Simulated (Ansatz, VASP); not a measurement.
# One calculation of InAs, two programs

```
CELL_PARAMETERS angstrom
3.00953 -3.02727 0.00000
3.00953 3.02727 0.00000
0.00000 0.00000 6.01933
ATOMIC_POSITIONS crystal
In 0.27941 0.72059 0.25000
In 0.72059 0.27941 0.75000
As 0.77721 0.22279 0.25000
As 0.22279 0.77721 0.75000
```

Alike in both runs: task single point; functional PBE; k mesh 10 × 10 × 8; occupations gaussian, width 0.1 eV; no spin polarisation.

```csv
,VASP,Ansatz
version,VASP 6.6.1,Ansatz 0.2.0
potentials or method,"VASP PAW PBE potentials, release 64 (In_d, As), cutoff 500 eV","scalar-relativistic, plane waves, PAW"
valence electrons in the cell,36,56
```

```tsv
	VASP	Ansatz	Ansatz less VASP
gap on the k mesh at the Fermi level (eV)	none	none	-
pressure (GPa)	-6.2	-6.2	+0.01
rms of the force components (eV/Å)	0.062	0.062	+0.0004
```

Atom by atom the forces differ by 0.000 eV/Å (rms over components). A gap of «none» marks a metal or a gap that the smearing closes. VASP's potentials hold 36 valence electrons a cell and Ansatz's 56, so a difference there can come from the potentials and not from the codes.
